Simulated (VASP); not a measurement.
Si, 4 atoms in the cell. It takes space group P6/mmm (No. 191, hexagonal). The conventional cell has a = 2.629 Å, b = 2.629 Å, c = 9.825 Å, α = 90.00°, β = 90.00°, γ = 120.00°. Si (site symmetry 6mm) has 8 Si at 2.34 to 2.63 Å within 3.1 Å. Within 3.3 Å of Si (site symmetry 6mm) lie 8 Si at 2.49 to 2.63 Å. This isn't the form of Si at room conditions, which is diamond. This cell differs from its parent crystal: the distance across one plane changed.

```yaml
Program: VASP 6.6.1
Task: single point
Functional: r2SCAN
Potentials_or_basis: VASP PAW PBE potentials, release 64 (Si)
Cutoff: 520 eV
k_mesh: 26 × 26 × 6
Occupations: gaussian, width 0.15 eV
Spin: no spin polarisation
Dipole_correction: no
Further_INCAR_settings: ALGO = Normal; EDIFF = 1e-06; NBANDS = 16
```

Potentials or basis: VASP PAW PBE potentials, release 64 (Si).

The run is started by

```sh
$ cat potpaw_PBE.64/Si/POTCAR > POTCAR
$ cp INCAR.step1 INCAR
$ mpirun -np 1 vasp_std > vasp.out
$ cp INCAR.step2 INCAR
$ mpirun -np 1 vasp_std > vasp.out
```

Hardware: 1 thread of AMD EPYC 7R13, with other jobs on the host.

Estimate the wall time of this run.

Run time: 20 min on 1 thread of AMD EPYC 7R13, with other jobs on the host, peak memory 0.29 GiB. Counts: k points 280.
